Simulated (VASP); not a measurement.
# TiAl (Pm) in VASP: notebook

TiAl is run at these levels: PBEsol; tasks: single point.

Program: VASP 6.6.1. These are calculated values, not measurements. Logs are shortened: lines on timing, memory, paths and dates and some standing lists are left out, and cuts for length are marked.

### Step 1. The cell of the first run

Symmetry: Pm, No. 6, monoclinic system. Conventional cell: a = 3.156 Å, b = 3.156 Å, c = 9.526 Å, α = 90.00°, β = 96.34°, γ = 90.00°. Within 3.6 Å of Ti (site symmetry m) lie 8 Al at 2.73 Å and 6 Ti at 3.16 to 3.33 Å. Within 3.0 Å of Ti (site symmetry m) lie 6 Al at 2.29 to 2.73 Å. Ti (site symmetry m) has 8 Al at 2.73 Å and 6 Ti at 3.16 Å within 3.6 Å. Within 3.0 Å of Al (site symmetry m) lie 6 Ti at 2.29 to 2.73 Å. Al (site symmetry m) has 8 Ti at 2.73 Å and 6 Al at 3.16 to 3.33 Å within 3.6 Å. Al (site symmetry m) has 8 Ti at 2.73 Å and 6 Al at 3.16 Å within 3.6 Å.

### Step 2. Single point, PBEsol

INCAR reads:

```
ALGO     = Fast           # electronic algorithm
EDIFF    = 1E-7           # SCF threshold, eV
ENCUT    = 520            # plane-wave cutoff, eV
GGA      = PS             # functional
ISIF     = 2              # what is computed and relaxed
ISMEAR   = 0              # smearing method
LASPH    = T              # aspherical terms in the spheres
LCHARG   = T              # write CHGCAR
LELF     = T              # ELF
LREAL    = F              # projectors in reciprocal space
LVHAR    = T            
LWAVE    = F              # write WAVECAR
NBANDS   = 32             # bands
NELM     = 100            # most SCF steps
PREC     = Accurate       # precision mode
SIGMA    = 0.15           # smearing width, eV
```

KPOINTS reads:

```
k-points
0
Gamma
  14 14 5
```

POSCAR reads:

```
TiAl
1.0
    0.0000000000     -3.1560751060      0.0000000000
    0.0000000000      0.0000000000     -3.1560751060
    9.4682253181      0.0000000000     -1.0520250353
Ti Al
3 3
Direct
    0.0000000000     -0.2500000000      0.7500000000
    0.0000000000     -0.0277777778      0.0833333333
    0.0000000000     -0.1388888889      0.4166666667
    0.5000000000      0.1944444444      0.9166666667
    0.5000000000      0.4166666667      0.2500000000
    0.5000000000      0.3055555556      0.5833333333
```

Potentials or basis: VASP PAW PBE potentials, release 64 (Ti_sv, Al).

Run with:

```console
> cat potpaw_PBE.64/Ti_sv/POTCAR potpaw_PBE.64/Al/POTCAR > POTCAR
> mpirun -np 1 vasp_std > vasp.out
```

OUTCAR:

```text
EDIFF = 1E-7
   ENCUT = 520
   GGA = PS
   ISIF = 2
   ISMEAR = 0
   LASPH = T
   LREAL = F
   NELM = 100
   PREC = Accurate

 ion  position               nearest neighbor table
   1  0.000  0.750  0.750-   4 2.73   6 2.73   4 2.73   6 2.73   6 2.73   6 2.73   4 2.73   4 2.73

   2  0.000  0.972  0.083-   4 2.29   4 2.29   5 2.73   5 2.73   5 2.73   5 2.73
   3  0.000  0.861  0.417-   6 2.73   6 2.73   6 2.73   6 2.73   5 2.73   5 2.73   5 2.73   5 2.73

   4  0.500  0.194  0.917-   2 2.29   2 2.29   1 2.73   1 2.73   1 2.73   1 2.73   6 3.16   5 3.33

   5  0.500  0.417  0.250-   2 2.73   2 2.73   3 2.73   3 2.73   3 2.73   3 2.73   2 2.73   2 2.73
                             6 3.16   4 3.33
   6  0.500  0.306  0.583-   3 2.73   3 2.73   3 2.73   3 2.73   1 2.73   1 2.73   1 2.73   1 2.73
                             5 3.16   4 3.16

  LATTYP: Found a simple monoclinic cell.
 ALAT       =     3.1560751060
 B/A-ratio  =     1.0000000000
 C/A-ratio  =     3.0184617127
 COS(beta)  =    -0.1104315261

  Lattice vectors:

 A1 = (   0.0000000000,   0.0000000000,  -3.1560751060)
 A2 = (   0.0000000000,  -3.1560751060,   0.0000000000)
 A3 = (  -9.4682253181,   0.0000000000,   1.0520250353)

Analysis of symmetry for initial positions (statically):
=====================================================================
 Subroutine PRICEL returns:
 Original cell was already a primitive cell.

 Routine SETGRP: Setting up the symmetry group for a
 simple monoclinic supercell.

 Subroutine GETGRP returns: Found  2 space group operations
 (whereof  2 operations were pure point group operations)
 out of a pool of  4 trial point group operations.

The static configuration has the point symmetry C_1h.

Analysis of symmetry for dynamics (positions and initial velocities):
=====================================================================
 Subroutine PRICEL returns:
 Original cell was already a primitive cell.

 Routine SETGRP: Setting up the symmetry group for a
 simple monoclinic supercell.

 Subroutine GETGRP returns: Found  2 space group operations
 (whereof  2 operations were pure point group operations)
 out of a pool of  4 trial point group operations.

The dynamic configuration has the point symmetry C_1h.

 Subroutine INISYM returns: Found  2 space group operations
 (whereof  2 operations are pure point group operations),
 and found     1 'primitive' translations

[... 107 lines left out ...]
   NFREE  =      0    steps in history (QN), initial steepest desc. (CG)
   ISIF   =      2    stress and relaxation
   ISYM   =      2    0-nonsym 1-usesym 2-fastsym
   POTIM  = 0.5000    time-step for ionic-motion
   TEBEG  =    0.0;   TEEND  =   0.0 temperature during run
   PSTRESS=    0.0 pullay stress
   NELECT =      45.0000    total number of electrons
   NUPDOWN=      -1.0000    fix difference up-down
   EMIN   =  10.00;   EMAX   =-10.00  energy-range for DOS
   EFERMI =   0.00;   METHOD = LEGACY
   ISMEAR =     0;   SIGMA  =   0.15  broadening in eV -4-tet -1-fermi 0-gaus
   EFERMI_NEDOS =   21; number of points for ismear=-14 and -15
   IALGO  =     68    algorithm
   IMIX   =      4    mixing-type and parameters
     AMIX     =   0.40;   BMIX     =  1.00
     AMIX_MAG =   1.60;   BMIX_MAG =  1.00
  volume/ion in A,a.u.               =      15.72       106.07
  Fermi-wavevector in a.u.,A,eV,Ry     =   1.279257  2.417446 22.265926  1.636499
  Thomas-Fermi vector in A             =   2.411753
   LORBIT       =      0    0 simple, 1 ext, 2 COOP (PROOUT), +10 PAW based schemes
   GGA     = PS    functional components
   LHFCALC =     F    Hartree Fock is set to
   AEXX    =    0.0000 exact exchange contribution
   IVDW    =     0    specifies the selected vdW correction
   LEPSILON=     F    determine dielectric tensor
   LRPA    =     F    only Hartree local field effects (RPA)
 non-spin polarized calculation
 RMM-DIIS sequential band-by-band and
 Gauss-broadening in eV      SIGMA  =   0.15
  energy-cutoff  :      520.00
  volume of cell :       94.31
 maximum number of plane-waves:      2580
 NGX is ok and might be reduce to    24
   NGX = 11   NGY = 11   NGZ = 35

 number of electron      44.9999984 magnetization

 Free energy of the ion-electron system (eV)
  ---------------------------------------------------
  ext. energy  EPLUGINS =         0.00000000
  ---------------------------------------------------
  free energy    TOTEN  =       -37.38578241 eV

  energy without entropy =      -37.31138459  energy(sigma->0) =      -37.34858350

 E-fermi :   8.7001     XC(G=0): -11.2622

 val. band max:        8.6997199604   @ k =   0.1429   0.5000   0.4000
 cond. band min:       8.7002981842   @ k =   0.1429   0.3571   0.2000
 fundamental gap:      0.0005782238
 Fermi energy:         8.7000768223

 k-point     1 :       0.0000    0.0000    0.0000
  band No.  band energies     occupation
      1     -47.8846      2.00000
      2     -47.8553      2.00000
      3     -47.5734      2.00000
      4     -24.3116      2.00000
      5     -24.2341      2.00000
      6     -24.1941      2.00000
[... 829 lines left out ...]
     31      11.7643      0.00000
     32      11.9839      0.00000

 [... further k-points ...]

------------------------ aborting loop because EDIFF is reached ----------------------------------------

  FORCE on cell =-STRESS in cart. coord.  units (eV):
  Direction    XX          YY          ZZ          XY          YZ          ZX
  --------------------------------------------------------------------------------------
  -------------------------------------------------------------------------------------
  Total        6.9373246      5.2650804     -1.4012258      0.0000000      0.0000000      3.2325383
  in kB      117.8526508     89.4442334    -23.8043025      0.0000000      0.0000000     54.9150037
  external PRESSURE =      61.1641939 kB  Pullay stress =       0.0000000 kB

 VOLUME and BASIS-vectors are now :
 -----------------------------------------------------------------------------
  energy-cutoff  :      520.00
  volume of cell :       94.31
      direct lattice vectors                 reciprocal lattice vectors
     0.000000000 -3.156075106  0.000000000     0.000000000 -0.316849240  0.000000000
     0.000000000  0.000000000 -3.156075106    -0.035205471  0.000000000 -0.316849240
     9.468225318  0.000000000 -1.052025035     0.105616413  0.000000000  0.000000000

 POSITION                                       TOTAL-FORCE (eV/Angst)
 -----------------------------------------------------------------------------------
      7.10117      0.00000     -3.15608         0.253192      0.000000      0.007346
      0.78902      0.00000     -3.15608         3.228930      0.000000      2.079028
      3.94509      0.00000     -3.15608         0.187621      0.000000     -0.035169
      8.67921     -1.57804     -1.57804        -3.644158      0.000000     -2.067684
      2.36706     -1.57804     -1.57804         0.012421      0.000000      0.023054
      5.52313     -1.57804     -1.57804        -0.038006      0.000000     -0.006574
 -----------------------------------------------------------------------------------
    total drift:                               -0.000086      0.000000     -0.000026

  FREE ENERGIE OF THE ION-ELECTRON SYSTEM (eV)
  ---------------------------------------------------
  free  energy   TOTEN  =       -37.3857824108 eV

  energy  without entropy=      -37.3113845892  energy(sigma->0) =      -37.34858350
```

OSZICAR:

```text
N       E                     dE             d eps       ncg     rms          rms(c)
DAV:   1     0.498952097959E+03    0.49895E+03   -0.20924E+04 18432   0.153E+03
DAV:   2     0.166707929050E+02   -0.48228E+03   -0.46927E+03 18504   0.477E+02
DAV:   3    -0.364442565735E+02   -0.53115E+02   -0.51339E+02 31072   0.134E+02
[... 47 lines left out ...]
RMM:  51    -0.373857820483E+02   -0.11562E-06   -0.15191E-06 20018   0.344E-03    0.168E-03
RMM:  52    -0.373857821641E+02   -0.11576E-06   -0.14351E-06 19721   0.327E-03    0.167E-03
RMM:  53    -0.373857822531E+02   -0.89018E-07   -0.10722E-06 19412   0.315E-03    0.161E-03
RMM:  54    -0.373857823485E+02   -0.95384E-07   -0.11028E-06 21709   0.315E-03    0.160E-03
RMM:  55    -0.373857824108E+02   -0.62300E-07   -0.78203E-07 20785   0.313E-03
   1 F= -.37385782E+02 E0= -.37348584E+02  d E =-.743978E-01
```

It took 74 min on 1 thread of AMD EPYC 7R43 (Zen 3), shared host; peak memory 0.67 GiB.

What came out:

```
Free energy            : -37.3858 eV
Pressure               : 6.1 GPa
Largest force          : 4.190 eV/Å
Band gap on the k mesh : zero (an odd number of electrons rules out a gap without spin polarisation)
```

Forces in eV/Å, atoms in the order of the input:
```
Ti   0.253  0.000  0.007
Ti   3.229  0.000  2.079
Ti   0.188  0.000 -0.035
Al  -3.644  0.000 -2.068
Al   0.012  0.000  0.023
Al  -0.038  0.000 -0.007
```

Stress tensor (GPa, compression positive):
```
11.79  0.00  5.49
 0.00  8.94  0.00
 5.49  0.00 -2.38
```

Caveat: the cell stands under pressure; the PAW data sets were made with another functional, which shifts forces and pressure a little.

### Step 3. Single point, PBEsol

INCAR reads:

```
ALGO     = Fast           # electronic algorithm
EDIFF    = 1E-6           # SCF threshold, eV
ENCUT    = 520            # plane-wave cutoff, eV
GGA      = PS             # functional
ISIF     = 2              # what is computed and relaxed
ISMEAR   = 0              # smearing method
LASPH    = True           # aspherical terms in the spheres
LCHARG   = True           # write CHGCAR
LELF     = True           # ELF
LREAL    = False          # projectors in reciprocal space
LVHAR    = True         
LWAVE    = False          # write WAVECAR
NBANDS   = 32             # bands
NELM     = 100            # most SCF steps
PREC     = Accurate       # precision mode
SIGMA    = 0.15           # smearing width, eV
```

KPOINTS is that of step 2.

POSCAR reads:

```
TiAl
1.0
    0.0000000000     -3.1560751060      0.0000000000
    0.0000000000      0.0000000000     -3.1560751060
    9.4682253181      0.0000000000     -0.2630062588
Ti Al
3 3
Direct
    0.0000000000     -0.0625000000      0.7500000000
    0.0000000000     -0.0069444444      0.0833333333
    0.0000000000     -0.0347222222      0.4166666667
    0.5000000000      0.4236111111      0.9166666667
    0.5000000000      0.4791666667      0.2500000000
    0.5000000000      0.4513888889      0.5833333333
```

Potentials or basis: VASP PAW PBE potentials, release 64 (Ti_sv, Al).

Run with:

```console
> cat potpaw_PBE.64/Ti_sv/POTCAR potpaw_PBE.64/Al/POTCAR > POTCAR
> mpirun -np 1 vasp_std > vasp.out
```

OUTCAR:

```text
EDIFF = 1E-6
   ENCUT = 520
   GGA = PS
   ISIF = 2
   ISMEAR = 0
   LASPH = True
   LREAL = False
   NELM = 100
   PREC = Accurate

 ion  position               nearest neighbor table
   1  0.000  0.938  0.750-   4 2.73   6 2.73   4 2.73   6 2.73   6 2.73   6 2.73   4 2.73   4 2.73

   2  0.000  0.993  0.083-   4 2.59   4 2.59   5 2.73   5 2.73   5 2.73   5 2.73   4 2.89   4 2.89

   3  0.000  0.965  0.417-   6 2.73   6 2.73   6 2.73   6 2.73   5 2.73   5 2.73   5 2.73   5 2.73

   4  0.500  0.424  0.917-   2 2.59   2 2.59   1 2.73   1 2.73   1 2.73   1 2.73   2 2.89   2 2.89
                             6 3.16   5 3.17
   5  0.500  0.479  0.250-   3 2.73   3 2.73   2 2.73   2 2.73   2 2.73   2 2.73   3 2.73   3 2.73
                             6 3.16   4 3.17
   6  0.500  0.451  0.583-   3 2.73   3 2.73   3 2.73   3 2.73   1 2.73   1 2.73   1 2.73   1 2.73
                             5 3.16   4 3.16

  LATTYP: Found a simple monoclinic cell.
 ALAT       =     3.1560751060
 B/A-ratio  =     1.0000000000
 C/A-ratio  =     3.0011571843
 COS(beta)  =    -0.0277670672

  Lattice vectors:

[... 191 lines left out ...]
 cond. band min:       8.8910683269   @ k =   0.0714   0.4286   0.2000
 fundamental gap:      0.0043597047
 Fermi energy:         8.8909207828

 k-point     1 :       0.0000    0.0000    0.0000
  band No.  band energies     occupation
      1     -47.7236      2.00000
      2     -47.7139      2.00000
      3     -47.6854      2.00000
      4     -24.1689      2.00000
      5     -24.1540      2.00000
      6     -24.0306      2.00000
[... 829 lines left out ...]
     31      11.9202      0.00000
     32      11.9648      0.00000

 [... further k-points ...]

------------------------ aborting loop because EDIFF is reached ----------------------------------------

  FORCE on cell =-STRESS in cart. coord.  units (eV):
  Direction    XX          YY          ZZ          XY          YZ          ZX
  --------------------------------------------------------------------------------------
  -------------------------------------------------------------------------------------
  Total        0.4547276      0.5485890      0.0304829      0.0000000      0.0000000      1.2238724
  in kB        7.7250036      9.3195387      0.5178500      0.0000000      0.0000000     20.7913880
  external PRESSURE =       5.8541308 kB  Pullay stress =       0.0000000 kB

 VOLUME and BASIS-vectors are now :
 -----------------------------------------------------------------------------
  energy-cutoff  :      520.00
  volume of cell :       94.31
      direct lattice vectors                 reciprocal lattice vectors
     0.000000000 -3.156075106  0.000000000     0.000000000 -0.316849240  0.000000000
     0.000000000  0.000000000 -3.156075106    -0.008801368  0.000000000 -0.316849240
     9.468225318  0.000000000 -0.263006259     0.105616413  0.000000000  0.000000000

 POSITION                                       TOTAL-FORCE (eV/Angst)
 -----------------------------------------------------------------------------------
      7.10117      0.00000     -3.15608         0.054187      0.000000     -0.000611
      0.78902      0.00000     -3.15608         0.180455      0.000000      0.896663
      3.94509      0.00000     -3.15608         0.020659      0.000000     -0.027042
      8.67921     -1.57804     -1.57804        -0.253389      0.000000     -0.888395
      2.36706     -1.57804     -1.57804         0.004539      0.000000     -0.004332
      5.52313     -1.57804     -1.57804        -0.006450      0.000000      0.023718
 -----------------------------------------------------------------------------------
    total drift:                               -0.000028      0.000000     -0.000067

  FREE ENERGIE OF THE ION-ELECTRON SYSTEM (eV)
  ---------------------------------------------------
  free  energy   TOTEN  =       -38.8302730693 eV

  energy  without entropy=      -38.7523642189  energy(sigma->0) =      -38.79131864
```

It took 24 min on 1 thread of AMD EPYC 9R45 (Zen 5), shared host; peak memory 0.67 GiB.

Results:

* Free energy: -38.8303 eV
* Pressure: 0.6 GPa
* Largest force: 0.924 eV/Å
* Band gap on the k mesh: zero (an odd number of electrons rules out a gap without spin polarisation)

Forces on the atoms (eV/Å):
```
Ti   0.054  0.000 -0.001
Ti   0.180  0.000  0.897
Ti   0.021  0.000 -0.027
Al  -0.253  0.000 -0.888
Al   0.005  0.000 -0.004
Al  -0.006  0.000  0.024
```

Stress tensor (GPa, compression positive):
```
0.77 0.00 2.08
0.00 0.93 0.00
2.08 0.00 0.05
```

Levels at points of the mesh, in eV from the Fermi level:
```csv
k point,band 20,band 21,band 22,band 23,band 24,band 25
"(0.00, 0.00, 0.00)",-0.86,-0.83,0.43,0.44,0.45,0.52
"(0.50, 0.00, 0.00)",-1.50,-0.55,-0.54,-0.52,0.05,0.23
"(0.00, 0.50, 0.00)",-1.51,-0.56,-0.54,-0.50,0.15,0.20
"(0.50, 0.50, 0.00)",-2.08,-2.07,-1.48,0.60,0.63,0.82
```

Caveat: the PAW data sets were made with another functional, which shifts forces and pressure a little.
